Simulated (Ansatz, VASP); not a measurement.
# Two plane-wave programs on CsH

Contents of INCAR:

```
SYSTEM = CsH
PREC = Accurate
ENCUT = 520
EDIFF = 1E-7
ISMEAR = 0
SIGMA = 0.05
LREAL = .False.
LASPH = .True.
NELM = 100
ALGO = Normal
ISIF = 2
LWAVE = .False.
LCHARG = .False.
GGA = CA
NBANDS = 12
```

File KPOINTS:

```
regular mesh
0
Gamma
  8 8 8
  0 0 0
```

Contents of POSCAR:

```
CsH
1.0
    0.0000000000      3.4430400000      3.3155200000
    3.4430400000      0.0000000000      3.3155200000
    3.4430400000      3.4430400000      0.0000000000
Cs H
1 1
Direct
    0.0000000000      0.0000000000      0.0000000000
    0.5000000000      0.5000000000      0.5000000000
```

Input for Ansatz:

```yaml
crystal:
  lattice:
    - [0.0, 3.44304, 3.31552]
    - [3.44304, 0.0, 3.31552]
    - [3.44304, 3.44304, 0.0]
  atoms:
    - { symbol: Cs, position: [0.0, 0.0, 0.0] }
    - { symbol: H, position: [0.5, 0.5, 0.5] }
basis:
  ecutwfc: 420
kpoints:
  mp_grid: { grid: [8, 8, 8] }
hamiltonian:
  xc: lda
scf:
  occupations: { method: gaussian, width: 0.05 }
output:
  forces: true
  stress: true
  eigenvalues: true
```

Change from the starting cell: strain +0.080 along x and y, +0.040 along z, atoms carried along.

Alike in both runs: task single point; functional LDA; k mesh 8 × 8 × 8; occupations gaussian, width 0.05 eV; no spin polarisation.

|  | VASP | Ansatz |
| --- | --- | --- |
| version | VASP 6.6.1 | Ansatz 0.2.0 |
| potentials or method | VASP PAW LDA potentials, release 64 (Cs_sv, H), cutoff 520 eV | scalar-relativistic, plane waves, PAW |
| valence electrons in the cell | 10 | 10 |

|  | VASP | Ansatz | Ansatz less VASP |
| --- | --- | --- | --- |
| gap on the k mesh at the Fermi level (eV) | 2.12 | 2.13 | +0.009 |
| least direct gap on the mesh (eV) | 2.12 | 2.13 | +0.009 |
| pressure (GPa) | -2.1 | -2.1 | +0.01 |
| traceless stress, the component that is largest in VASP (GPa) | 0.16 | 0.15 | -0.007 |

LDA's correlation is that of Perdew and Zunger in VASP and of Perdew and Wang (1992) in Ansatz.

Neither program's run includes spin-orbit coupling.
